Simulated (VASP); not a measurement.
# MgO (zincblende type) (F-43m) in VASP: notebook

Runs on MgO (zincblende type). Level: PBE. Tasks: relaxation of cell and atoms.

Everything below comes from runs of VASP 6.6.1. Logs are shortened: lines on timing, memory, paths and dates and some standing lists are left out, and cuts for length are marked.

### Step 1. The cell of the first run

It takes space group F-43m (No. 216, cubic). The conventional cell has a = 3.891 Å, b = 3.891 Å, c = 3.891 Å, α = 90.00°, β = 90.00°, γ = 90.00°. Mg (site symmetry -43m) has 4 O at 1.68 Å within 2.2 Å. Within 2.2 Å of O (site symmetry -43m) lie 4 Mg at 1.68 Å.

### Step 2. Relaxation of cell and atoms, PBE, target pressure 110 GPa, at which the enthalpy is minimised

The input, INCAR:

```
SYSTEM = MgO
PREC = Accurate
ENCUT = 600
EDIFF = 1E-7
ISMEAR = -1
SIGMA = 0.1
LREAL = .False.
LASPH = .True.
NELM = 100
ALGO = Normal
ISIF = 3
LWAVE = .False.
LCHARG = .False.
GGA = PE
IBRION = 2
NSW = 60
EDIFFG = -0.005
PSTRESS = 1100.0
```

The input, KPOINTS:

```
regular mesh
0
Gamma
  17 17 17
  0 0 0
```

The input, POSCAR:

```
MgO
1.0
    0.0000000000      1.9455932049      1.9455932049
    1.9455932049      0.0000000000      1.9455932049
    1.9455932049      1.9455932049      0.0000000000
Mg O
1 1
Direct
    0.0000000000      0.0000000000      0.0000000000
    0.2500000000      0.2500000000      0.2500000000
```

Potentials or basis: VASP PAW PBE potentials, release 64 (Mg, O).

Launch:

```console
$ cat potpaw_PBE.64/Mg/POTCAR potpaw_PBE.64/O/POTCAR > POTCAR
$ mpirun -np 1 vasp_std > vasp.out
```

OUTCAR:

```text
SYSTEM = MgO
   PREC = Accurate
   ENCUT = 600
   EDIFF = 1E-7
   ISMEAR = -1
   LREAL = .False.
   LASPH = .True.
   NELM = 100
   ISIF = 3
   GGA = PE
   IBRION = 2
   NSW = 60
   EDIFFG = -0.005
   PSTRESS = 1100.0

 ion  position               nearest neighbor table
   1  0.000  0.000  0.000-   2 1.68   2 1.68   2 1.68   2 1.68
   2  0.250  0.250  0.250-   1 1.68   1 1.68   1 1.68   1 1.68

  LATTYP: Found a face centered cubic cell.
 ALAT       =     3.8911864098

  Lattice vectors:

 A1 = (   0.0000000000,   1.9455932049,   1.9455932049)
 A2 = (   1.9455932049,   0.0000000000,   1.9455932049)
 A3 = (   1.9455932049,   1.9455932049,   0.0000000000)

Analysis of symmetry for initial positions (statically):
=====================================================================
 Subroutine PRICEL returns:
 Original cell was already a primitive cell.

 Routine SETGRP: Setting up the symmetry group for a
 face centered cubic supercell.

 Subroutine GETGRP returns: Found 24 space group operations
 (whereof 24 operations were pure point group operations)
 out of a pool of 48 trial point group operations.

The static configuration has the point symmetry T_d .

Analysis of symmetry for dynamics (positions and initial velocities):
=====================================================================
 Subroutine PRICEL returns:
 Original cell was already a primitive cell.

 Routine SETGRP: Setting up the symmetry group for a
 face centered cubic supercell.

 Subroutine GETGRP returns: Found 24 space group operations
 (whereof 24 operations were pure point group operations)
 out of a pool of 48 trial point group operations.

The dynamic configuration has the point symmetry T_d .

 Subroutine INISYM returns: Found 24 space group operations
 (whereof 24 operations are pure point group operations),
 and found     1 'primitive' translations

----------------------------------------------------------------------------------------

                                     Primitive cell

  volume of cell :      14.7294

  direct lattice vectors                    reciprocal lattice vectors
     0.000000000  1.945593205  1.945593205    -0.256991029  0.256991029  0.256991029
     1.945593205  0.000000000  1.945593205     0.256991029 -0.256991029  0.256991029
     1.945593205  1.945593205  0.000000000     0.256991029  0.256991029 -0.256991029

  length of vectors
     2.751484297  2.751484297  2.751484297     0.445121520  0.445121520  0.445121520

  position of ions in fractional coordinates (direct lattice)
     0.000000000  0.000000000  0.000000000
     0.250000000  0.250000000  0.250000000

  ion indices of the primitive-cell ions
   primitive index   ion index
                 1           1
                 2           2

----------------------------------------------------------------------------------------

 KPOINTS: regular mesh

Automatic generation of k-mesh.
 Grid dimensions read from file:
 generate k-points for:   17   17   17

 Generating k-lattice:

  Cartesian coordinates                     Fractional coordinates (reciprocal lattice)
    -0.015117119  0.015117119  0.015117119     0.058823529  0.000000000  0.000000000
     0.015117119 -0.015117119  0.015117119     0.000000000  0.058823529  0.000000000
     0.015117119  0.015117119 -0.015117119     0.000000000  0.000000000  0.058823529

  Length of vectors
     0.026183619  0.026183619  0.026183619

  Shift w.r.t. Gamma in fractional coordinates (k-lattice)
     0.000000000  0.000000000  0.000000000

 Subroutine IBZKPT returns following result:
 ===========================================

 Found    165 irreducible k-points:

 Following reciprocal coordinates:
            Coordinates               Weight
  0.000000  0.000000  0.000000      1.000000
  0.058824  0.000000  0.000000      8.000000
  0.117647  0.000000  0.000000      8.000000
  0.176471  0.000000  0.000000      8.000000
  0.235294  0.000000  0.000000      8.000000
  0.294118  0.000000  0.000000      8.000000
[... 16 lines left out ...]
 -0.176471  0.058824  0.000000     24.000000
 -0.117647  0.058824  0.000000     24.000000
 [... further k-points ...]
   k-points           NKPTS =    165   k-points in BZ     NKDIM =    165   number of bands    NBANDS=      8
   number of dos      NEDOS =    301   number of ions     NIONS =      2
   total plane-waves  NPLWV =  13824
   dimension x,y,z NGX =    24 NGY =   24 NGZ =   24
   dimension x,y,z NGXF=    48 NGYF=   48 NGZF=   48
   ions per type =               1   1
   NGX,Y,Z   is equivalent  to a cutoff of  14.50, 14.50, 14.50 a.u.
   NGXF,Y,Z  is equivalent  to a cutoff of  29.00, 29.00, 29.00 a.u.
 SYSTEM =  MgO
   PREC   = accura    normal or accurate (medium, high low for compatibility)
   ISTART =      0    job   : 0-new  1-cont  2-samecut
   ICHARG =      2    charge: 1-file 2-atom 10-const
   ISPIN  =      1    spin polarized calculation?
   LNONCOLLINEAR =      F non collinear calculations
   LSORBIT =      F    spin-orbit coupling
   LASPH  =      T    aspherical Exc in radial PAW
   ENCUT  =  600.0 eV  44.10 Ry    6.64 a.u.   5.50  5.50  5.50*2*pi/ulx,y,z
   NELM   =    100;   NELMIN=  2; NELMDL= -5     # of ELM steps
   EDIFF  = 0.1E-06   stopping-criterion for ELM
   LREAL  =      F    real-space projection
   EDIFFG = -.5E-02   stopping-criterion for IOM
   NSW    =     60    number of steps for IOM
   IBRION =      2    ionic relax: 0-MD 1-quasi-New 2-CG
   NFREE  =      1    steps in history (QN), initial steepest desc. (CG)
   ISIF   =      3    stress and relaxation
   ISYM   =      2    0-nonsym 1-usesym 2-fastsym
   POTIM  = 0.5000    time-step for ionic-motion
   TEBEG  =    0.0;   TEEND  =   0.0 temperature during run
   PSTRESS= 1100.0 pullay stress
   NELECT =       8.0000    total number of electrons
   NUPDOWN=      -1.0000    fix difference up-down
   EMIN   =  10.00;   EMAX   =-10.00  energy-range for DOS
   EFERMI =   0.00;   METHOD = LEGACY
   ISMEAR =    -1;   SIGMA  =   0.10  broadening in eV -4-tet -1-fermi 0-gaus
   EFERMI_NEDOS =   21; number of points for ismear=-14 and -15
   IALGO  =     38    algorithm
   IMIX   =      4    mixing-type and parameters
     AMIX     =   0.40;   BMIX     =  1.00
     AMIX_MAG =   1.60;   BMIX_MAG =  1.00
  volume/ion in A,a.u.               =       7.36        49.70
  Fermi-wavevector in a.u.,A,eV,Ry     =   1.335702  2.524110 24.274138  1.784099
  Thomas-Fermi vector in A             =   2.464385
   LORBIT       =      0    0 simple, 1 ext, 2 COOP (PROOUT), +10 PAW based schemes
   GGA     = PE    functional components
   LHFCALC =     F    Hartree Fock is set to
   AEXX    =    0.0000 exact exchange contribution
   IVDW    =     0    specifies the selected vdW correction
   LEPSILON=     F    determine dielectric tensor
   LRPA    =     F    only Hartree local field effects (RPA)
 conjugate gradient relaxation of ions
 non-spin polarized calculation
  energy-cutoff  :      600.00
  volume of cell :       14.73
 maximum number of plane-waves:       531
 NGX is ok and might be reduce to    24
   NGX = 11   NGY = 11   NGZ = 11

--------------------------------------- Ionic step        1  -------------------------------------------

 number of electron       8.0000000 magnetization

 Free energy of the ion-electron system (eV)
  ---------------------------------------------------
  ext. energy  EPLUGINS =         0.00000000
  ---------------------------------------------------
  free energy    TOTEN  =        -8.41072179 eV

  energy without entropy =       -8.41072179  energy(sigma->0) =       -8.41072179

------------------------ aborting loop because EDIFF is reached ----------------------------------------

  FORCE on cell =-STRESS in cart. coord.  units (eV):
  Direction    XX          YY          ZZ          XY          YZ          ZX
  --------------------------------------------------------------------------------------
  -------------------------------------------------------------------------------------
  Total       15.3624108     15.3624108     15.3624108      0.0000000      0.0000000     -0.0000000
  in kB     1671.0284273   1671.0284273   1671.0284273      0.0000000      0.0000000     -0.0000000
  external PRESSURE =     571.0284273 kB  Pullay stress =    1100.0000000 kB
[... 93 lines left out ...]
  FREE ENERGIE OF THE ION-ELECTRON SYSTEM (eV)
  ---------------------------------------------------
  free  energy   TOTEN  =        -9.8229901062 eV

  energy  without entropy=       -9.8229901060  energy(sigma->0) =       -9.82299011

  enthalpy is  TOTEN    =         1.4522203698 eV   P V=       11.2752104760

[... ionic steps 4 to 15 ...]

--------------------------------------- Ionic step       16  -------------------------------------------

 number of electron       8.0000000 magnetization

------------------------ aborting loop because EDIFF is reached ----------------------------------------

  FORCE on cell =-STRESS in cart. coord.  units (eV):
  Direction    XX          YY          ZZ          XY          YZ          ZX
  --------------------------------------------------------------------------------------
  -------------------------------------------------------------------------------------
  Total       11.1704581     11.1704581     11.1704581      0.0000000     -0.0000000     -0.0000000
  in kB     1101.7170841   1101.7170841   1101.7170841      0.0000000     -0.0000000     -0.0000000
  external PRESSURE =       1.7170841 kB  Pullay stress =    1100.0000000 kB
[... 61 lines left out ...]
  enthalpy is  TOTEN    =         1.4494298559 eV   P V=       11.1603323522

--------------------------------------- Ionic step       18  -------------------------------------------

 number of electron       8.0000000 magnetization

 Free energy of the ion-electron system (eV)
  ---------------------------------------------------
  ext. energy  EPLUGINS =         0.00000000
  ---------------------------------------------------
  free energy    TOTEN  =        -9.70752805 eV

  energy without entropy =       -9.70752805  energy(sigma->0) =       -9.70752805

 E-fermi :   5.4767     XC(G=0): -11.4910

 val. band max:        3.2405766439   @ k =  -0.1176   0.1176   0.0000
 cond. band min:       9.4658408078   @ k =   0.0000   0.0000   0.0000
 fundamental gap:      6.2252641638
 Fermi energy:         5.4767223520

 k-point     1 :       0.0000    0.0000    0.0000
  band No.  band energies     occupation
      1     -14.0263      2.00000
      2       3.2200      2.00000
      3       3.2200      2.00000
      4       3.2200      2.00000
      5       9.4658      0.00000
      6      24.5694      0.00000
      7      24.5694      0.00000
      8      24.5694      0.00000
[... 243 lines left out ...]
 k-point    24 :      -0.1176    0.0588    0.0000
  band No.  band energies     occupation
      1     -13.7714      2.00000
      2       2.1632      2.00000
      3       3.0923      2.00000
      4       3.2305      2.00000
      5      10.6568      0.00000
      6      22.3039      0.00000
      7      23.6453      0.00000
      8      23.7972      0.00000

 [... further k-points ...]

------------------------ aborting loop because EDIFF is reached ----------------------------------------

  FORCE on cell =-STRESS in cart. coord.  units (eV):
  Direction    XX          YY          ZZ          XY          YZ          ZX
  --------------------------------------------------------------------------------------
  -------------------------------------------------------------------------------------
  Total       11.1574113     11.1574113     11.1574113      0.0000000      0.0000000     -0.0000000
  in kB     1100.0449546   1100.0449546   1100.0449546      0.0000000      0.0000000     -0.0000000
  external PRESSURE =       0.0449546 kB  Pullay stress =    1100.0000000 kB
[... 17 lines left out ...]
  FREE ENERGIE OF THE ION-ELECTRON SYSTEM (eV)
  ---------------------------------------------------
  free  energy   TOTEN  =        -9.7075280472 eV

  energy  without entropy=       -9.7075280471  energy(sigma->0) =       -9.70752805

  enthalpy is  TOTEN    =         1.4494273162 eV   P V=       11.1569553634

 reached required accuracy - stopping structural energy minimisation
```

Run time: 2.2 min. Hardware: 1 thread of Intel Xeon Platinum 8259CL at 2.50GHz (Skylake/Cascade Lake), shared host; peak memory 0.17 GiB.

What came out:

* Free energy: -9.7075 eV
* Relaxed volume: 8.13 Å³/atom
* Relaxed cell: a = 2.843 Å, b = 2.843 Å, c = 2.843 Å, α = 60.00°, β = 60.00°, γ = 60.00°
* Space group after relaxing (to 0.1 Å): F-43m (No. 216)
* Energy change on relaxing (the run minimises the enthalpy): -648.4 meV/atom
* Ionic steps: 18
* Pressure after relaxing: 110.0 GPa
* Band gap on the k mesh: 6.23 eV (least direct gap 6.25 eV)

Step by step:
| step | energy change (eV) | largest force (eV/Å) | pressure (GPa) | volume (Å³) |
| --- | --- | --- | --- | --- |
| 1 | 0.0000 | 0.0000 | 167.10 | 14.73 |
| 2 | -3.0590 | 0.0000 | 23.21 | 21.06 |
| 3 | -1.4123 | 0.0000 | 104.86 | 16.42 |
| 4 | -1.3056 | 0.0000 | 109.62 | 16.26 |
| 5 | -1.2838 | 0.0000 | 110.58 | 16.23 |
| 6 | -1.2843 | 0.0000 | 110.56 | 16.23 |
| 7 | -1.2856 | 0.0000 | 110.50 | 16.23 |
| 8 | -1.2856 | 0.0000 | 110.50 | 16.23 |
| 9 | -1.2857 | 0.0000 | 110.50 | 16.23 |
| 10 | -1.2857 | 0.0000 | 110.49 | 16.23 |
| 11 | -1.2858 | 0.0000 | 110.49 | 16.23 |
| 12 | -1.2861 | 0.0000 | 110.48 | 16.23 |
| 13 | -1.2865 | 0.0000 | 110.46 | 16.24 |
| 14 | -1.2874 | 0.0000 | 110.42 | 16.24 |
| 15 | -1.2892 | 0.0000 | 110.34 | 16.24 |
| 16 | -1.2929 | 0.0000 | 110.17 | 16.24 |
| 17 | -1.3002 | 0.0000 | 109.85 | 16.26 |
| 18 | -1.2968 | 0.0000 | 110.00 | 16.25 |

Final structure:
```
Mg O
1.0
     0.00000    2.01038    2.01038
     2.01038    0.00000    2.01038
     2.01038    2.01038    0.00000
Mg O
1 1
Cartesian
  0.0000 0.0000 0.0000
  1.0052 1.0052 1.0052
```

Caveat: the cell is relaxed towards a set pressure, so the run minimises the enthalpy, not the energy; an odd mesh through Γ misses points on the zone boundary, where band edges can lie.

### Step 3. Relaxation of cell and atoms, PBE, target pressure 110 GPa, at which the enthalpy is minimised

This run uses another cell than the first one, of 8.09 Å³/atom.

The input, INCAR:

```
SYSTEM = MgO
ALGO = Normal ; EDIFF = 1E-6
EDIFFG = -0.005 ; ENCUT = 600
GGA = PE ; IBRION = 2
ISIF = 3 ; ISMEAR = -1
LASPH = .True. ; LCHARG = .False.
LREAL = .False. ; LWAVE = .False.
NELM = 100 ; NSW = 32
PREC = Accurate ; PSTRESS = 1100.0
SIGMA = 0.1
```

The input, KPOINTS:

```
k-points
0
Gamma
  17 17 17
  0 0 0
```

The input, POSCAR:

```
MgO
1.0
    0.0000000000      2.0072504426      2.0072504426
    2.0072504426      0.0000000000      2.0072504426
    2.0072504426      2.0072504426      0.0000000000
Mg O
1 1
Direct
    0.0000000000      0.0000000000      0.0000000000
    0.2500000000      0.2500000000      0.2500000000
```

Potentials or basis: VASP PAW PBE potentials, release 64 (Mg, O).

Launch:

```console
$ cat potpaw_PBE.64/Mg/POTCAR potpaw_PBE.64/O/POTCAR > POTCAR
$ mpirun -np 1 vasp_std > vasp.out
```

It took 43 s on 1 thread of Intel Xeon Platinum 8259CL at 2.50GHz (Skylake/Cascade Lake), shared host; peak memory 0.17 GiB.

It converged, with:

- Free energy: -9.7085 eV
- Relaxed volume: 8.12 Å³/atom
- Relaxed cell: a = 2.843 Å, b = 2.843 Å, c = 2.843 Å, α = 60.00°, β = 60.00°, γ = 60.00°
- Space group after relaxing (to 0.1 Å): F-43m (No. 216)
- Energy change on relaxing (the run minimises the enthalpy): -24.5 meV/atom
- Ionic steps: 3
- Pressure after relaxing: 110.0 GPa
- Band gap on the k mesh: 6.23 eV (least direct gap 6.25 eV)

The path:
| step | energy change (eV) | largest force (eV/Å) | pressure (GPa) | volume (Å³) |
| --- | --- | --- | --- | --- |
| 1 | 0.0000 | 0.0000 | 112.20 | 16.17 |
| 2 | -0.1767 | 0.0000 | 104.30 | 16.44 |
| 3 | -0.0491 | 0.0000 | 110.01 | 16.25 |

Final structure:
```yaml
crystal:
  lattice:
    - [0.00000, 2.01018, 2.01018]
    - [2.01018, 0.00000, 2.01018]
    - [2.01018, 2.01018, 0.00000]
  atoms:
    - { symbol: Mg, position: [0.00000, 0.00000, 0.00000] }
    - { symbol: O, position: [0.25000, 0.25000, 0.25000] }
```

Levels at points of the mesh, in eV from the valence-band top:
| k point | band 2 | band 3 | band 4 | band 5 | band 6 | band 7 |
| --- | --- | --- | --- | --- | --- | --- |
| (0.00, 0.00, 0.00) | -0.02 | -0.02 | -0.02 | 6.23 | 21.33 | 21.33 |

Caveat: the cell is relaxed towards a set pressure, so the run minimises the enthalpy, not the energy; an odd mesh through Γ misses points on the zone boundary, where band edges can lie.
